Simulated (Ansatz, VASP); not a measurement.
## One calculation of ZnO, two programs

INCAR

```
SYSTEM = ZnO
  ALGO = Normal
  EDIFF = 1E-6
  ENCUT = 520
  GGA = RE
  ISIF = 2
  ISMEAR = -1
  LASPH = .TRUE.
  LCHARG = .TRUE.
  LELF = .TRUE.
  LREAL = .FALSE.
  LVHAR = .TRUE.
  LWAVE = .FALSE.
  NBANDS = 26
  NELM = 100
  PREC = Accurate
  SIGMA = 0.05
```

Contents of KPOINTS:

```
k-points
0
G
  9 9 5
  0 0 0
```

Contents of POSCAR:

```
ZnO
1.0
    3.2053930491      0.0000000000      0.0000000000
   -1.6026965246      2.7759518096      0.0000000000
    0.0000000000      0.0000000000      5.1353529565
Zn O
2 2
Direct
    0.6666666667      0.3333333333      0.0000000000
    0.3333333333      0.6666666667      0.5000000000
    0.3333333333      0.6666666667      0.8790100000
    0.6666666667      0.3333333333      0.3790100000
```

Contents of input.yaml:

```yaml
crystal:
  lattice:
    - [3.2053930491, 0.0, 0.0]
    - [-1.6026965246, 2.7759518096, 0.0]
    - [0.0, 0.0, 5.1353529565]
  atoms:
    - { symbol: Zn, position: [0.6666666667, 0.3333333333, 0.0] }
    - { symbol: Zn, position: [0.3333333333, 0.6666666667, 0.5] }
    - { symbol: O, position: [0.3333333333, 0.6666666667, 0.87901] }
    - { symbol: O, position: [0.6666666667, 0.3333333333, 0.37901] }
hamiltonian:
  xc: revpbe
  pseudopotentials: { kind: paw }
kpoints:
  mp_grid: { grid: [9, 9, 5] }
scf:
  occupations: { method: fermi_dirac, width: 0.05 }
output:
  forces: true
  stress: true
  eigenvalues: true
  write_density: true
  write_potential: true
  elf: true
  volumetric_format: npy
```

Alike in both runs: task single point; functional revPBE; k mesh 9 × 9 × 5; occupations fermi-dirac, width 0.05 eV; no spin polarisation.

|  | VASP | Ansatz |
| --- | --- | --- |
| version | VASP 6.6.1 | Ansatz 0.2.0 |
| potentials or method | VASP PAW PBE potentials, release 64 (Zn, O) | Ansatz PAW |
| plane-wave cutoff (eV) | 520 | 420 |
| valence electrons in the cell | 36 | 36 |

```csv
,VASP,Ansatz,Ansatz less VASP
gap on the k mesh at the Fermi level (eV),0.91,0.93,+0.020
least direct gap on the mesh (eV),0.91,0.93,+0.020
pressure (GPa),16.5,15.1,-1.36
"traceless stress, the component that is largest in VASP (GPa)",1.29,1.26,-0.031
rms of the force components (eV/Å),0.054,0.052,-0.0024
```

VASP's potentials were made for PBE, not for revPBE. Atom by atom the forces differ by 0.002 eV/Å (rms over components).

Noted on Ansatz's run: odd divisions of the mesh miss points on the zone boundary, where band edges often lie, so the gap on the mesh can be too wide.
